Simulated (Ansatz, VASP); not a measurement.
# One calculation of HgTe, two programs

File INCAR:

```
SYSTEM = HgTe
  PREC = Accurate
  ENCUT = 520
  EDIFF = 1E-7
  ISMEAR = -1
  SIGMA = 0.05
  LREAL = .FALSE.
  LASPH = .TRUE.
  NELM = 150
  ALGO = Normal
  ISIF = 2
  LWAVE = .FALSE.
  LCHARG = .FALSE.
  LNONCOLLINEAR = .TRUE.
  MAGMOM = 0 0 0 0 0 0
  LORBIT = 11
  LSORBIT = .TRUE.
  GGA_COMPAT = .FALSE.
  LORBMOM = .TRUE.
  GGA = CA
  NBANDS = 30
```

Contents of KPOINTS:

```
Automatic mesh
0
G
  7 7 7
  0 0 0
```

The input POSCAR:

```
HgTe
1.0
    0.0000000000      3.2145000000      3.2145000000
    3.2145000000      0.0000000000      3.2145000000
    3.2145000000      3.2145000000      0.0000000000
Hg Te
1 1
Direct
    0.0000000000      0.0000000000      0.0000000000
    0.7500000000      0.7500000000      0.7500000000
```

Contents of input.yaml:

```yaml
crystal:
  lattice:
    - [0.0, 3.2145, 3.2145]
    - [3.2145, 0.0, 3.2145]
    - [3.2145, 3.2145, 0.0]
  atoms:
    - { symbol: Hg, position: [0.0, 0.0, 0.0] }
    - { symbol: Te, position: [0.75, 0.75, 0.75] }
hamiltonian:
  xc: lda
  pseudopotentials: { kind: paw_fr }
magnetization:
  noncollinear: true
  spin_orbit: true
kpoints:
  mp_grid: { grid: [7, 7, 7] }
  band_path:
    path:
      - [[0.0, 0.0, 0.0], [0.5, 0.0, 0.5], [0.5, 0.25, 0.75], [0.375, 0.375, 0.75], [0.0, 0.0, 0.0], [0.5, 0.5, 0.5], [0.625, 0.25, 0.625], [0.5, 0.25, 0.75], [0.5, 0.5, 0.5], [0.375, 0.375, 0.75]]
      - [[0.625, 0.25, 0.625], [0.5, 0.0, 0.5]]
    npoints: 14
scf:
  occupations: { method: fermi_dirac, width: 0.05 }
  n_extra_bands: 6
output:
  forces: true
  stress: true
  eigenvalues: true
  fatbands: true
  write_density: true
  write_potential: true
  elf: true
  volumetric_format: npy
```

Alike in both runs: functional LDA; k mesh 7 × 7 × 7; occupations fermi-dirac, width 0.05 eV; non-collinear spin, spin-orbit coupling.

```csv
,VASP,Ansatz
version,VASP 6.6.1,Ansatz 0.2.0
potentials or method,"VASP PAW LDA potentials, release 64 (Hg, Te)",Ansatz PAW
plane-wave cutoff (eV),520,420
valence electrons in the cell,18,36
task,single point,band structure
```

Ansatz gave:

* pressure (GPa): -0.3
* net moment per atom (μB): 0.00

Which values does VASP return?

Pressure (GPa): 0.2; net moment per atom (μB): 0.00.

LDA's correlation is that of Perdew and Zunger in VASP and of Perdew and Wang (1992) in Ansatz. VASP's potentials hold 18 valence electrons a cell and Ansatz's 36, so a difference there can come from the potentials and not from the codes.
